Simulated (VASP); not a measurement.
# ZnO (scan) (P6_3mc) in VASP: notebook

The runs below take ZnO (scan) through single point, with r2SCAN.

Everything below comes from runs of VASP 6.6.1. Logs are shortened: lines on timing, memory, paths and dates and some standing lists are left out, and cuts for length are marked.

**Experimental background.**

From “Electronic structure of alkaline earth and post-transition metal oxides”, 2009, arxiv:0908.1581, for a bulk crystal of ZnO: band gap 3.37 eV.

How close the calculation comes is told below.

## 1. The cell of the first run

The structure is hexagonal, space group P6_3mc (No. 186). Conventional cell: a = 3.249 Å, b = 3.249 Å, c = 5.204 Å, α = 90.00°, β = 90.00°, γ = 120.00°. Within 2.6 Å of Zn (site symmetry 3m) lie 4 O at 1.97 to 1.99 Å. O (site symmetry 3m) has 4 Zn at 1.97 to 1.99 Å within 2.6 Å.

## 2. Single point, r2SCAN

Contents of POSCAR:

```
ZnO
1.0
    3.2494000000      0.0000000000      0.0000000000
   -1.6247000000      2.8140629500      0.0000000000
    0.0000000000      0.0000000000      5.2038000000
Zn O
2 2
Direct
    0.3333333300      0.6666666700      0.0000000000
    0.6666666700      0.3333333300      0.5000000000
    0.3333333300      0.6666666700      0.3830000000
    0.6666666700      0.3333333300      0.8830000000
```

Contents of INCAR.step1:

```
PREC     = Accurate       # precision mode
ENCUT    = 520            # plane-wave cutoff, eV
ISMEAR   = 0              # smearing method
SIGMA    = 0.1            # smearing width, eV
LREAL    = False          # projectors in reciprocal space
LASPH    = True           # aspherical terms in the spheres
NELM     = 60             # most SCF steps
NBANDS   = 26             # bands
GGA      = PE             # functional
ALGO     = Normal         # electronic algorithm
EDIFF    = 1E-4           # SCF threshold, eV
LWAVE    = True           # write WAVECAR
LCHARG   = False          # write CHGCAR
```

Contents of INCAR.step2:

```
PREC     = Accurate       # precision mode
ENCUT    = 520            # plane-wave cutoff, eV
EDIFF    = 1E-6           # SCF threshold, eV
ISMEAR   = 0              # smearing method
SIGMA    = 0.1            # smearing width, eV
LREAL    = False          # projectors in reciprocal space
LASPH    = True           # aspherical terms in the spheres
NELM     = 60             # most SCF steps
ALGO     = Normal         # electronic algorithm
ISIF     = 2              # what is computed and relaxed
LWAVE    = False          # write WAVECAR
LCHARG   = False          # write CHGCAR
METAGGA  = R2SCAN         # meta-GGA
LMIXTAU  = True         
NBANDS   = 26             # bands
ISTART   = 1
```

Contents of KPOINTS:

```
regular mesh
0
Gamma
  6 6 4
```

Potentials or basis: VASP PAW PBE potentials, release 64 (Zn, O).

On the command line:

```sh
> cat potpaw_PBE.64/Zn/POTCAR potpaw_PBE.64/O/POTCAR > POTCAR
> cp INCAR.step1 INCAR
> mpirun -np 1 vasp_std > vasp.out
> cp INCAR.step2 INCAR
> mpirun -np 1 vasp_std > vasp.out
```

OUTCAR:

```text
PREC = Accurate
   ENCUT = 520
   EDIFF = 1E-6
   ISMEAR = 0
   LREAL = False
   LASPH = True
   NELM = 60
   ISIF = 2
   METAGGA = R2SCAN
   ISTART = 1

 ion  position               nearest neighbor table
   1  0.333  0.667  0.000-   4 1.97   4 1.97   4 1.97   3 1.99
   2  0.667  0.333  0.500-   3 1.97   3 1.97   3 1.97   4 1.99
   3  0.333  0.667  0.383-   2 1.97   2 1.97   2 1.97   1 1.99
   4  0.667  0.333  0.883-   1 1.97   1 1.97   1 1.97   2 1.99

  LATTYP: Found a hexagonal cell.
 ALAT       =     3.2494000000
 C/A-ratio  =     1.6014648858

  Lattice vectors:

 A1 = (   3.2494000000,   0.0000000000,   0.0000000000)
 A2 = (  -1.6247000000,   2.8140629500,   0.0000000000)
 A3 = (   0.0000000000,   0.0000000000,   5.2038000000)

Analysis of symmetry for initial positions (statically):
=====================================================================
 Subroutine PRICEL returns:
 Original cell was already a primitive cell.

 Routine SETGRP: Setting up the symmetry group for a
 hexagonal supercell.

 Subroutine GETGRP returns: Found 12 space group operations
 (whereof  6 operations were pure point group operations)
 out of a pool of 24 trial point group operations.

The static configuration has the point symmetry C_3v.
 The point group associated with its full space group is C_6v.

Analysis of symmetry for dynamics (positions and initial velocities):
=====================================================================
 Subroutine PRICEL returns:
 Original cell was already a primitive cell.

 Routine SETGRP: Setting up the symmetry group for a
 hexagonal supercell.

 Subroutine GETGRP returns: Found 12 space group operations
 (whereof  6 operations were pure point group operations)
 out of a pool of 24 trial point group operations.

The dynamic configuration has the point symmetry C_3v.
 The point group associated with its full space group is C_6v.

 Subroutine INISYM returns: Found 12 space group operations
 (whereof  6 operations are pure point group operations),
 and found     1 'primitive' translations

----------------------------------------------------------------------------------------

                                     Primitive cell

  volume of cell :      47.5836

  direct lattice vectors                    reciprocal lattice vectors
     3.249400000  0.000000000  0.000000000     0.307749123  0.177679039  0.000000000
    -1.624700000  2.814062950  0.000000000     0.000000000  0.355358078  0.000000000
     0.000000000  0.000000000  5.203800000     0.000000000  0.000000000  0.192167262

  length of vectors
     3.249400000  3.249400003  5.203800000     0.355358078  0.355358078  0.192167262

  position of ions in fractional coordinates (direct lattice)
     0.333333330  0.666666670  0.000000000
     0.666666670  0.333333330  0.500000000
     0.333333330  0.666666670  0.383000000
     0.666666670  0.333333330  0.883000000

  ion indices of the primitive-cell ions
   primitive index   ion index
                 1           1
                 2           2
                 3           3
                 4           4

----------------------------------------------------------------------------------------

 KPOINTS: regular mesh

Automatic generation of k-mesh.
 Grid dimensions read from file:
 generate k-points for:    6    6    4

 Generating k-lattice:

  Cartesian coordinates                     Fractional coordinates (reciprocal lattice)
     0.051291520  0.029613173  0.000000000     0.166666667  0.000000000  0.000000000
     0.000000000  0.059226346  0.000000000     0.000000000  0.166666667  0.000000000
     0.000000000  0.000000000  0.048041816     0.000000000  0.000000000  0.250000000

  Length of vectors
     0.059226346  0.059226346  0.048041816

  Shift w.r.t. Gamma in fractional coordinates (k-lattice)
     0.000000000  0.000000000  0.000000000

 Subroutine IBZKPT returns following result:
 ===========================================

 Found     21 irreducible k-points:

 Following reciprocal coordinates:
            Coordinates               Weight
  0.000000  0.000000  0.000000      1.000000
  0.166667  0.000000  0.000000      6.000000
  0.333333  0.000000  0.000000      6.000000
  0.500000  0.000000  0.000000      3.000000
  0.166667  0.166667  0.000000      6.000000
  0.333333  0.166667  0.000000     12.000000
[... 13 lines left out ...]
  0.333333  0.166667  0.500000     12.000000
  0.333333  0.333333  0.500000      2.000000
   k-points           NKPTS =     21   k-points in BZ     NKDIM =     21   number of bands    NBANDS=     26
   number of dos      NEDOS =    301   number of ions     NIONS =      4
   total plane-waves  NPLWV =  23040
   dimension x,y,z NGX =    24 NGY =   24 NGZ =   40
   dimension x,y,z NGXF=    48 NGYF=   48 NGZF=   80
   ions per type =               2   2
   NGX,Y,Z   is equivalent  to a cutoff of  12.28, 12.28, 12.78 a.u.
   NGXF,Y,Z  is equivalent  to a cutoff of  24.56, 24.56, 25.56 a.u.
 SYSTEM =  unknown system
   PREC   = accura    normal or accurate (medium, high low for compatibility)
   ISTART =      1    job   : 0-new  1-cont  2-samecut
   ICHARG =      0    charge: 1-file 2-atom 10-const
   ISPIN  =      1    spin polarized calculation?
   LNONCOLLINEAR =      F non collinear calculations
   LSORBIT =      F    spin-orbit coupling
   LASPH  =      T    aspherical Exc in radial PAW
   ENCUT  =  520.0 eV  38.22 Ry    6.18 a.u.   6.04  6.04  9.68*2*pi/ulx,y,z
   NELM   =     60;   NELMIN=  2; NELMDL=  0     # of ELM steps
   EDIFF  = 0.1E-05   stopping-criterion for ELM
   LREAL  =      F    real-space projection
   EDIFFG = 0.1E-04   stopping-criterion for IOM
   NSW    =      0    number of steps for IOM
   IBRION =     -1    ionic relax: 0-MD 1-quasi-New 2-CG
   NFREE  =      0    steps in history (QN), initial steepest desc. (CG)
   ISIF   =      2    stress and relaxation
   ISYM   =      2    0-nonsym 1-usesym 2-fastsym
   POTIM  = 0.5000    time-step for ionic-motion
   TEBEG  =    0.0;   TEEND  =   0.0 temperature during run
   PSTRESS=    0.0 pullay stress
   NELECT =      36.0000    total number of electrons
   NUPDOWN=      -1.0000    fix difference up-down
   EMIN   =  10.00;   EMAX   =-10.00  energy-range for DOS
   EFERMI =   0.00;   METHOD = LEGACY
   ISMEAR =     0;   SIGMA  =   0.10  broadening in eV -4-tet -1-fermi 0-gaus
   EFERMI_NEDOS =   21; number of points for ismear=-14 and -15
   IALGO  =     38    algorithm
   IMIX   =      4    mixing-type and parameters
     AMIX     =   0.40;   BMIX     =  1.00
     AMIX_MAG =   1.60;   BMIX_MAG =  1.00
  volume/ion in A,a.u.               =      11.90        80.28
  Fermi-wavevector in a.u.,A,eV,Ry     =   1.491729  2.818958 30.276420  2.225254
  Thomas-Fermi vector in A             =   2.604347
   LORBIT       =      0    0 simple, 1 ext, 2 COOP (PROOUT), +10 PAW based schemes
   METAGGA = R2SCAN    functional components
   LHFCALC =     F    Hartree Fock is set to
   AEXX    =    0.0000 exact exchange contribution
   IVDW    =     0    specifies the selected vdW correction
   LEPSILON=     F    determine dielectric tensor
   LRPA    =     F    only Hartree local field effects (RPA)
 non-spin polarized calculation
 Gauss-broadening in eV      SIGMA  =   0.10
  energy-cutoff  :      520.00
  volume of cell :       47.58
 maximum number of plane-waves:      1302
   NGX = 13   NGY = 13   NGZ = 19

 number of electron      36.0000016 magnetization

 Free energy of the ion-electron system (eV)
  ---------------------------------------------------
  ext. energy  EPLUGINS =         0.00000000
  ---------------------------------------------------
  free energy    TOTEN  =       -36.31530781 eV

  energy without entropy =      -36.31530781  energy(sigma->0) =      -36.31530781

 E-fermi :   1.3281     XC(G=0): -11.6632

 val. band max:        0.8529749574   @ k =   0.0000   0.0000   0.0000
 cond. band min:       2.0807876352   @ k =   0.0000   0.0000   0.0000
 fundamental gap:      1.2278126779
 Fermi energy:         1.3281060737

 k-point     1 :       0.0000    0.0000    0.0000
  band No.  band energies     occupation
      1     -18.2315      2.00000
      2     -17.5399      2.00000
      3      -4.9811      2.00000
      4      -4.9811      2.00000
      5      -4.8753      2.00000
      6      -4.8097      2.00000
[... 18 lines left out ...]
     25      15.8656      0.00000
     26      15.8658      0.00000

 k-point     2 :       0.1667    0.0000    0.0000
  band No.  band energies     occupation
      1     -18.0922      2.00000
      2     -17.4808      2.00000
      3      -5.1172      2.00000
      4      -4.8913      2.00000
      5      -4.8409      2.00000
      6      -4.7609      2.00000
[... 18 lines left out ...]
     25      15.7154      0.00000
     26      16.0916      0.00000

 k-point     3 :       0.3333    0.0000    0.0000
  band No.  band energies     occupation
      1     -17.7796      2.00000
      2     -17.3831      2.00000
      3      -5.2493      2.00000
      4      -4.8993      2.00000
      5      -4.7372      2.00000
      6      -4.5174      2.00000
[... 18 lines left out ...]
     25      15.1177      0.00000
     26      15.8259      0.00000

 k-point     4 :       0.5000    0.0000    0.0000
  band No.  band energies     occupation
      1     -17.5818      2.00000
      2     -17.3686      2.00000
      3      -5.1704      2.00000
      4      -4.9597      2.00000
      5      -4.6812      2.00000
      6      -4.2994      2.00000
[... 18 lines left out ...]
     25      14.8772      0.00000
     26      16.0203      0.00000

 k-point     5 :       0.1667    0.1667    0.0000
  band No.  band energies     occupation
      1     -17.8647      2.00000
      2     -17.4030      2.00000
      3      -5.1483      2.00000
      4      -4.9411      2.00000
      5      -4.7082      2.00000
      6      -4.6887      2.00000
[... 18 lines left out ...]
     25      14.2284      0.00000
     26      16.7878      0.00000

 k-point     6 :       0.3333    0.1667    0.0000
  band No.  band energies     occupation
      1     -17.5890      2.00000
      2     -17.3647      2.00000
      3      -5.0655      2.00000
      4      -4.8163      2.00000
      5      -4.6659      2.00000
      6      -4.4530      2.00000
[... 340 lines left out ...]
 k-point    18 :       0.5000    0.0000    0.5000
  band No.  band energies     occupation
      1     -17.4670      2.00000
      2     -17.4670      2.00000
      3      -5.3373      2.00000
      4      -5.3373      2.00000
      5      -4.4562      2.00000
      6      -4.4562      2.00000
[... 18 lines left out ...]
     25      15.4210      0.00000
     26      15.4210      0.00000

 k-point    19 :       0.1667    0.1667    0.5000
  band No.  band energies     occupation
      1     -17.6319      2.00000
      2     -17.6319      2.00000
      3      -5.2639      2.00000
      4      -5.2639      2.00000
      5      -4.7317      2.00000
      6      -4.7317      2.00000
[... 18 lines left out ...]
     25      15.1134      0.00000
     26      15.1134      0.00000

 k-point    20 :       0.3333    0.1667    0.5000
  band No.  band energies     occupation
      1     -17.4688      2.00000
      2     -17.4688      2.00000
      3      -5.1942      2.00000
      4      -5.1942      2.00000
      5      -4.5835      2.00000
      6      -4.5835      2.00000
[... 18 lines left out ...]
     25      15.8396      0.00000
     26      15.8396      0.00000

 k-point    21 :       0.3333    0.3333    0.5000
  band No.  band energies     occupation
      1     -17.4152      2.00000
      2     -17.4152      2.00000
      3      -4.9357      2.00000
      4      -4.9357      2.00000
      5      -4.7215      2.00000
      6      -4.7215      2.00000
[... 18 lines left out ...]
     25      17.2380      0.00000
     26      17.2380      0.00000

------------------------ aborting loop because EDIFF is reached ----------------------------------------

  FORCE on cell =-STRESS in cart. coord.  units (eV):
  Direction    XX          YY          ZZ          XY          YZ          ZX
  --------------------------------------------------------------------------------------
  -------------------------------------------------------------------------------------
  Total       -0.0187221     -0.0187221     -0.0453742      0.0000000      0.0000000      0.0000000
  in kB       -0.6303888     -0.6303888     -1.5277829      0.0000000      0.0000000      0.0000000
  external PRESSURE =      -0.9295201 kB  Pullay stress =       0.0000000 kB

 VOLUME and BASIS-vectors are now :
 -----------------------------------------------------------------------------
  energy-cutoff  :      520.00
  volume of cell :       47.58
      direct lattice vectors                 reciprocal lattice vectors
     3.249400000  0.000000000  0.000000000     0.307749123  0.177679039  0.000000000
    -1.624700000  2.814062950  0.000000000     0.000000000  0.355358078  0.000000000
     0.000000000  0.000000000  5.203800000     0.000000000  0.000000000  0.192167262

 POSITION                                       TOTAL-FORCE (eV/Angst)
 -----------------------------------------------------------------------------------
     -0.00000      1.87604      0.00000         0.000000     -0.000000      0.049123
      1.62470      0.93802      2.60190        -0.000000      0.000000      0.049123
     -0.00000      1.87604      1.99306         0.000000     -0.000000     -0.049123
      1.62470      0.93802      4.59496        -0.000000      0.000000     -0.049123
 -----------------------------------------------------------------------------------
    total drift:                               -0.000016      0.000009     -0.098113

  FREE ENERGIE OF THE ION-ELECTRON SYSTEM (eV)
  ---------------------------------------------------
  free  energy   TOTEN  =       -36.3153078063 eV

  energy  without entropy=      -36.3153078063  energy(sigma->0) =      -36.31530781
```

Run time: 35 s. Hardware: 1 thread of Intel Xeon 6975P-C (Granite Rapids), shared host; peak memory 0.17 GiB.

Results:

| Quantity | Value |
| --- | --- |
| Free energy | -36.3153 eV |
| Pressure | -0.1 GPa |
| Largest force | 0.049 eV/Å |
| Band gap on the k mesh | 1.23 eV, direct |

Forces on the atoms (eV/Å):
```
Zn   0.000  0.000  0.049
Zn   0.000  0.000  0.049
O    0.000  0.000 -0.049
O    0.000  0.000 -0.049
```

Levels at points of the mesh, in eV from the valence-band top:
```tsv
k point	band 15	band 16	band 17	band 18	band 19	band 20	band 21	band 22
(0.00, 0.00, 0.00)	-0.79	-0.11	0.00	0.00	1.23	5.81	8.85	13.63
(0.50, 0.00, 0.00)	-2.84	-2.32	-1.28	-0.89	6.40	7.34	8.13	9.23
(0.00, 0.00, 0.50)	-0.39	-0.39	-0.39	-0.39	3.92	3.92	10.81	10.81
(0.50, 0.00, 0.50)	-1.56	-1.56	-1.37	-1.37	6.25	6.25	9.14	9.14
```

Caveat: the PAW data sets were made with another functional, which shifts forces and pressure a little.

[end of part 1 of 2]
